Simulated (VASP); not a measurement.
Sn:

```
Sn
1.0
    -1.72654    1.77555    2.33834
     1.72654   -1.77555    2.33834
     1.72654    1.77555   -2.33834
Sn
1
Direct
  0.00000 0.00000 0.00000
```

```yaml
Program: VASP 6.6.1
Task: relaxation of cell and atoms
Functional: RPBE
Potentials_or_basis: VASP PAW PBE potentials, release 64 (Sn_d)
Cutoff: 600 eV
k_mesh: 11 × 11 × 11
Occupations: fermi-dirac, width 0.05 eV
Spin: no spin polarisation
```

At the start: pressure 0.4 GPa; volume 28.67 Å³/atom.

Task: How do energy, volume and symmetry change on relaxing?

Result: Over 18 steps the energy falls by 3.3 meV/atom and the volume is 28.87 Å³/atom (+0.7 %); space group Immm (No. 71, to 0.1 Å) before, I4/mmm (No. 139, to 0.1 Å).

Step by step:
```csv
step,energy change (eV),largest force (eV/Å),pressure (GPa),volume (Å³)
1,0.0000,0.0000,0.37,28.67
2,-0.0022,0.0000,-0.12,28.94
3,-0.0025,0.0000,-0.57,29.18
4,-0.0026,0.0000,-0.40,29.10
5,-0.0031,0.0000,0.13,28.86
6,-0.0031,0.0000,-0.01,28.88
7,-0.0031,0.0000,-0.03,28.88
8,-0.0031,0.0000,-0.02,28.87
9,-0.0031,0.0000,-0.01,28.86
10,-0.0032,0.0000,-0.01,28.85
11,-0.0033,0.0000,0.02,28.82
12,-0.0033,0.0000,0.08,28.82
13,-0.0033,0.0000,0.00,28.91
14,-0.0033,0.0000,-0.07,28.93
15,-0.0033,0.0000,-0.07,28.92
16,-0.0033,0.0000,-0.05,28.91
17,-0.0033,0.0000,0.06,28.85
18,-0.0033,0.0000,0.01,28.87
```

Final structure:
```xyz
1
Lattice="-1.7404 1.7417 2.3812 1.7404 -1.7417 2.3812 1.7404 1.7417 -2.3812" Properties=species:S:1:pos:R:3 pbc="T T T"
Sn    0.0000    0.0000    0.0000
```

Caveat: the PAW data sets were made with another functional, which shifts forces and pressure a little.
